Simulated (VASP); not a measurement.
A run of VASP 6.6.1:

Contents of INCAR:

```
SYSTEM = BaTiO3
PREC = Accurate
ENCUT = 520
EDIFF = 1E-6
ISMEAR = 0
SIGMA = 0.01
LREAL = .FALSE.
LASPH = .TRUE.
NELM = 150
ALGO = Normal
ISIF = 2
LWAVE = .FALSE.
LCHARG = .FALSE.
LNONCOLLINEAR = .TRUE.
MAGMOM = 0 0 0 0 0 0 0 0 0 0 0 0 0 0 0
LORBIT = 11
LSORBIT = .TRUE.
GGA_COMPAT = .FALSE.
LORBMOM = .TRUE.
LMAXMIX = 4
GGA = PE
NBANDS = 55
```

The input KPOINTS:

```
Automatic mesh
0
G
  6 6 6
  0 0 0
```

POSCAR

```
BaTiO3
1.0
    2.8399483166      1.6396449251      2.3312785423
   -2.8399483166      1.6396449251      2.3312785423
    0.0000000000     -3.2792898502      2.3312785423
Ba Ti O
1 1 3
Direct
    0.0012626313      0.0012626313      0.0012626313
    0.5147192493      0.5147192493      0.5147192493
    0.4882359353      0.9786472489      0.4882359353
    0.4882359353      0.4882359353      0.9786472489
    0.9786472489      0.4882359353      0.4882359353
```

Potentials or basis: VASP PAW PBE potentials, release 64 (Ba_sv, Ti_sv, O).

The run is started by

```sh
$ cat potpaw_PBE.64/Ba_sv/POTCAR potpaw_PBE.64/Ti_sv/POTCAR potpaw_PBE.64/O/POTCAR > POTCAR
$ mpirun -np 1 vasp_ncl > vasp.out
```

Hardware: 1 thread of Intel(R) Xeon(R) 6975P-C (Granite Rapids) (shared host).

How long does it take, and how much memory?

Run time: 3.5 min on 1 thread of Intel(R) Xeon(R) 6975P-C (Granite Rapids) (shared host), peak memory 0.47 GiB. Counts: scf iterations 16, k points 56.
